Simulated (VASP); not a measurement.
The system is Ta.

```xyz
1
Lattice="-1.6549 1.6549 1.6549 1.6549 -1.6549 1.6549 1.6549 1.6549 -1.6549" Properties=species:S:1:pos:R:3 pbc="T T T"
Ta    0.0000    0.0000    0.0000
```

| Quantity | Value |
| --- | --- |
| Program | VASP 6.6.1 |
| Task | relaxation of cell and atoms |
| Functional | LDA |
| Potentials or basis | VASP PAW LDA potentials, release 64 (Ta_pv) |
| Cutoff | 600 eV |
| k mesh | 8 × 8 × 8 |
| Occupations | gaussian, width 0.1 eV |
| Spin | no spin polarisation |

At the start: pressure -11.1 GPa; volume 18.13 Å³/atom.

**Question.** How do energy, volume and symmetry change on relaxing?

**Answer.** Over 4 steps the energy falls by 34.1 meV/atom and the volume is 17.20 Å³/atom (-5.1 %); space group Im-3m (No. 229, to 0.05 Å).

Step by step:
| step | energy change (eV) | largest force (eV/Å) | pressure (GPa) | volume (Å³) |
| --- | --- | --- | --- | --- |
| 1 | 0.0000 | 0.0000 | -11.12 | 18.13 |
| 2 | 0.2115 | 0.0000 | 39.98 | 15.02 |
| 3 | -0.0340 | 0.0000 | -0.77 | 17.25 |
| 4 | -0.0341 | 0.0000 | -0.09 | 17.20 |

Final structure:
```
Ta
1.0
    -1.62607    1.62607    1.62607
     1.62607   -1.62607    1.62607
     1.62607    1.62607   -1.62607
Ta
1
Direct
  0.00000 0.00000 0.00000
```
